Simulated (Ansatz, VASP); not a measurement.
Sn2GeN2 in VASP and in Ansatz

```
CELL_PARAMETERS angstrom
5.75311 0.00000 0.00000
-2.87655 4.98234 0.00000
0.00000 0.00000 7.24918
ATOMIC_POSITIONS crystal
Sn 0.36102 0.00000 0.05680
Sn 0.00000 0.36102 0.05680
Sn 0.63898 0.63898 0.05680
Sn 0.00000 0.00000 0.66118
Ge 0.33333 0.66667 0.50078
Ge 0.66667 0.33333 0.50078
N 0.00000 0.00000 0.20782
N 0.33333 0.66667 0.23909
N 0.66667 0.33333 0.23909
N 0.00000 0.00000 0.37859
```

Alike in both runs: functional PBE; k mesh 6 × 6 × 6; occupations gaussian, width 0.1 eV; no spin polarisation.

Ansatz relaxed the structure, and its values are those at the end. VASP's run is a single point on that final structure, the one shown.

|  | VASP | Ansatz |
| --- | --- | --- |
| version | VASP 6.6.1 | Ansatz 0.2.0 |
| potentials or method | VASP PAW PBE potentials, release 64 (Sn_d, Ge_d, N), cutoff 520 eV | scalar-relativistic, plane waves, PAW |
| valence electrons in the cell | 104 | 104 |

```csv
,VASP,Ansatz,Ansatz less VASP
gap on the k mesh at the Fermi level (eV),none,none,-
pressure (GPa),0.0,0.0,-0.01
rms of the force components (eV/Å),0.059,0.000,-0.0588
```

A gap of «none» marks a metal or a gap that the smearing closes.

Noted on VASP's run: the standard files for N, O and F lose accuracy on very short bonds.
